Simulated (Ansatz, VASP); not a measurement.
## One calculation of Ga, two programs

The input INCAR:

```
PREC     = Accurate       # precision mode
ENCUT    = 520            # plane-wave cutoff, eV
EDIFF    = 1E-6           # SCF threshold, eV
ISMEAR   = -1             # smearing method
SIGMA    = 0.03           # smearing width, eV
LREAL    = F              # projectors in reciprocal space
LASPH    = T              # aspherical terms in the spheres
NELM     = 80             # most SCF steps
ALGO     = Normal         # electronic algorithm
ISIF     = 2              # what is computed and relaxed
LWAVE    = F              # write WAVECAR
LCHARG   = F              # write CHGCAR
GGA      = PE             # functional
NBANDS   = 12             # bands
```

The input KPOINTS:

```
Automatic mesh
0
Gamma
  16 16 16
```

File POSCAR:

```
Ga
1.0
   -1.4179018942      1.4179018942      2.2510707423
    1.4179018942     -1.4179018942      2.2510707423
    1.4179018942      1.4179018942     -2.2510707423
Ga
1
Direct
    0.0000000000      0.0000000000      0.0000000000
```

Input for Ansatz:

```yaml
crystal:
  lattice:
    - [-1.4179018942, 1.4179018942, 2.2510707423]
    - [1.4179018942, -1.4179018942, 2.2510707423]
    - [1.4179018942, 1.4179018942, -2.2510707423]
  atoms:
    - { symbol: Ga, position: [0.0, 0.0, 0.0] }
kpoints:
  mp_grid: { grid: [16, 16, 16] }
scf:
  occupations: { method: fermi_dirac, width: 0.03 }
hamiltonian:
  xc: pbe
  pseudopotentials: { kind: all_electron, lapw: { basis_error: 0.001 } }
output:
  forces: true
  stress: true
  eigenvalues: true
```

Change from the starting cell: volume scaled by 1.03.

Alike in both runs: task single point; functional PBE; k mesh 16 × 16 × 16; occupations fermi-dirac, width 0.03 eV; no spin polarisation.

|  | VASP | Ansatz |
| --- | --- | --- |
| version | VASP 6.6.1 | Ansatz 0.2.0 |
| potentials or method | VASP PAW PBE potentials, release 64 (Ga_d), cutoff 520 eV | all-electron LAPW, scalar-relativistic |

|  | VASP | Ansatz | Ansatz less VASP |
| --- | --- | --- | --- |
| pressure (GPa) | 2.6 | 2.5 | -0.04 |
| traceless stress, the component that is largest in VASP (GPa) | -0.49 | -0.47 | +0.022 |

Ansatz ran all-electron here, and VASP with PAW potentials.
